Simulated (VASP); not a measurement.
LiNbO3:

```
CELL_PARAMETERS angstrom
2.59475 1.49808 4.67149
-2.59475 1.49808 4.67149
0.00000 -2.99616 4.67149
ATOMIC_POSITIONS crystal
Li 0.28160 0.28160 0.28160
Li 0.78160 0.78160 0.78160
Nb 0.00045 0.00045 0.00045
Nb 0.50045 0.50045 0.50045
O 0.11044 0.35817 0.72115
O 0.72115 0.11044 0.35817
O 0.35817 0.72115 0.11044
O 0.22115 0.85817 0.61044
O 0.85817 0.61044 0.22115
O 0.61044 0.22115 0.85817
```

Base run:

- Program: VASP 6.6.1
- Functional: r2SCAN
- Potentials or basis: VASP PAW PBE potentials, release 64 (Li_sv, Nb_sv, O)
- Cutoff: 520 eV
- k mesh: 6 × 6 × 6
- Occupations: gaussian, width 0.02 eV
- Spin: no spin polarisation

Its results: band gap on the k mesh 3.97 eV, indirect (least direct gap 3.99 eV); largest force 0.106 eV/Å.

Task: The run is repeated on the same cell with these changes: functional from r2SCAN to PBE. What comes out?

Result: Band gap on the k mesh 3.56 eV, indirect (least direct gap 3.57 eV); largest force 0.024 eV/Å.

r2SCAN gives the wider gap, since meta-GGAs in the generalised Kohn-Sham scheme recover part of the derivative discontinuity.

Caveats: the PAW data sets were made with another functional, which shifts forces and pressure a little (some runs).

A k mesh can miss the band edges.
